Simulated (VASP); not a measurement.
Al12NO, 14 atoms in the cell. The cell holds a slab with vacuum, 14 atoms: a = 5.725 Å, b = 5.725 Å, c = 23.834 Å, α = 90.00°, β = 90.00°, γ = 120.00°. 

| Quantity | Value |
| --- | --- |
| Program | VASP 6.6.1 |
| Task | single point |
| Functional | PBE |
| Potentials or basis | VASP PAW PBE potentials, release 64 (Al, N, O) |
| Cutoff | 520 eV |
| k mesh | 6 × 6 × 1 |
| Occupations | fermi-dirac, width 0.05 eV |
| Spin | no spin polarisation |
| Dipole correction | yes |
| Further INCAR settings | ALGO = Normal; EDIFF = 1e-07; NBANDS = 36 |

Potentials or basis: VASP PAW PBE potentials, release 64 (Al, N, O).

Command:

```sh
$ cat potpaw_PBE.64/Al/POTCAR potpaw_PBE.64/N/POTCAR potpaw_PBE.64/O/POTCAR > POTCAR
$ mpirun -np 1 vasp_std > vasp.out
```

Hardware: 1 thread of Intel(R) Xeon(R) Platinum 8488C (Sapphire Rapids), with other jobs on the host.

Question: Estimate the wall time of this run.

Answer: Wall time 8.1 min on 1 thread of Intel(R) Xeon(R) Platinum 8488C (Sapphire Rapids), on a shared host, peak memory 0.82 GiB. Counts: scf iterations 30, k points 7.
